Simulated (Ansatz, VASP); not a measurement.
**One calculation of BN, two programs**

Contents of INCAR:

```
PREC = Accurate
ENCUT = 520
EDIFF = 1E-6
ISMEAR = 0
SIGMA = 0.05
LREAL = False
LASPH = True
NELM = 80
ALGO = Normal
ISIF = 2
LWAVE = False
LCHARG = True
GGA = PE
IVDW = 12
LELF = True
LVHAR = True
NBANDS = 16
```

File KPOINTS:

```
regular mesh
0
Gamma
  12 12 4
```

Contents of POSCAR:

```
BN
1.0
    2.5099983704      0.0000000000      0.0000000000
   -1.2549991852      2.1737223522      0.0000000000
    0.0000000000      0.0000000000      6.6900000000
B N
2 2
Direct
    0.0000000000      0.0000000000      0.5000000000
    0.3333333333      0.6666666667      0.0000000000
   -0.0888729718     -0.0650595308      0.0000000000
    0.5777936949      0.2682738026      0.5000000000
```

Input for Ansatz:

```yaml
crystal:
  lattice:
    - [2.5099983704, 0.0, 0.0]
    - [-1.2549991852, 2.1737223522, 0.0]
    - [0.0, 0.0, 6.69]
  atoms:
    - { symbol: B, position: [0.0, 0.0, 0.5] }
    - { symbol: B, position: [0.3333333333, 0.6666666667, 0.0] }
    - { symbol: "N", position: [-0.0888729718, -0.0650595308, 0.0] }
    - { symbol: "N", position: [0.5777936949, 0.2682738026, 0.5] }
basis:
  ecutwfc: 420
kpoints:
  mp_grid: { grid: [12, 12, 4] }
hamiltonian:
  xc: pbe
  dispersion: d3bj
scf:
  occupations: { method: gaussian, width: 0.05 }
output:
  forces: true
  stress: true
  eigenvalues: true
```

Change from the starting cell: all N atoms moved -0.200 Å, as atom 3 along Cartesian [1 1 0].

Alike in both runs: task single point; functional PBE; dispersion D3(BJ); k mesh 12 × 12 × 4; occupations gaussian, width 0.05 eV; no spin polarisation.

```csv
,VASP,Ansatz
version,VASP 6.6.1,Ansatz 0.2.0
potentials or method,"VASP PAW PBE potentials, release 64 (B, N), cutoff 520 eV","scalar-relativistic, plane waves, PAW"
valence electrons in the cell,16,16
```

```tsv
	VASP	Ansatz	Ansatz less VASP
gap on the k mesh at the Fermi level (eV)	2.56	2.57	+0.008
least direct gap on the mesh (eV)	3.68	3.69	+0.007
pressure (GPa)	16.4	16.4	+0.06
traceless stress, the component that is largest in VASP (GPa)	28.13	28.03	-0.103
rms of the force components (eV/Å)	6.153	6.154	+0.0009
```

Atom by atom the forces differ by 0.002 eV/Å (rms over components).
